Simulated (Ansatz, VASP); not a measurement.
# KMo2: VASP beside Ansatz

```
K Mo
1.0
     3.20530    0.00000    0.00000
     0.00000    3.20530    0.00000
     0.00000    0.00000    7.55720
K Mo
1 2
Cartesian
  0.0000 0.0000 0.0000
  1.6026 0.0000 4.3555
  0.0000 1.6026 3.2017
```

Change from the starting cell: ordered superstructure of diamond with vacancies (P-4m2, No. 115).

Alike in both runs: functional PBE; k mesh 14 × 14 × 6; occupations gaussian, width 0.1 eV; no spin polarisation.

Ansatz relaxed the structure, and its values are those at the end. VASP's run is a single point on that final structure, the one shown.

|  | VASP | Ansatz |
| --- | --- | --- |
| version | VASP 6.6.1 | Ansatz 0.2.0 |
| potentials or method | VASP PAW PBE potentials, release 64 (K_sv, Mo_sv), cutoff 520 eV | scalar-relativistic, plane waves, PAW |
| valence electrons in the cell | 37 | 37 |

|  | VASP | Ansatz | Ansatz less VASP |
| --- | --- | --- | --- |
| gap on the k mesh at the Fermi level (eV) | none | none | - |
| pressure (GPa) | 0.2 | 0.0 | -0.22 |
| rms of the force components (eV/Å) | 0.021 | 0.002 | -0.0197 |

A gap of «none» marks a metal or a gap that the smearing closes. With one functional, cell and mesh, what is left measures potentials, basis and numerics.
